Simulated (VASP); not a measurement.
**Pt: single point with PBE**

Pt:

```xyz
1
Lattice="0.0000 2.0635 1.9102 2.0635 0.0000 1.9102 2.0635 2.0635 0.0000" Properties=species:S:1:pos:R:3 pbc="T T T"
Pt    0.0000    0.0000    0.0000
```

```
Program                : VASP 6.6.1
Task                   : single point
Functional             : PBE
Potentials or basis    : VASP PAW PBE potentials, release 64 (Pt)
Cutoff                 : 520 eV
k mesh                 : 22 × 22 × 22
Occupations            : gaussian, width 0.15 eV
Spin                   : no spin polarisation
Dipole correction      : no
Further INCAR settings : ALGO = Fast; EDIFF = 1e-06; NBANDS = 11
```

```json
{
  "Pressure": "-8.7 GPa",
  "Band gap on the k mesh": "zero (bands 5 and 6 overlap by 2.27 eV)"
}
```

Stress tensor (GPa, compression positive):
```
-10.00   0.00   0.00
  0.00 -10.00   0.00
  0.00   0.00  -6.00
```

Levels at points of the mesh, in eV from the Fermi level:
```tsv
k point	band 1	band 2	band 3	band 4	band 5	band 6	band 7	band 8	band 9	band 10
(0.00, 0.00, 0.00)	-9.36	-3.54	-3.54	-2.77	-1.88	-1.02	14.95	18.82	18.82	20.63
(0.50, 0.00, 0.00)	-6.52	-3.76	-2.95	-0.16	-0.12	0.26	5.36	14.25	17.73	19.47
(0.50, 0.50, 0.00)	-6.16	-5.83	0.01	0.47	0.47	2.96	9.38	10.29	10.29	18.58
(0.50, 0.00, 0.50)	-6.29	-5.79	-0.03	0.12	0.71	1.52	7.54	11.49	11.90	19.80
```

It took 96 s on 1 thread of Intel(R) Xeon(R) 6975P-C (Granite Rapids), with other jobs on the host, peak memory 0.26 GiB.

Caveat: the cell stands under tension; spin-orbit coupling is left out, which moves the levels of the heavy elements.
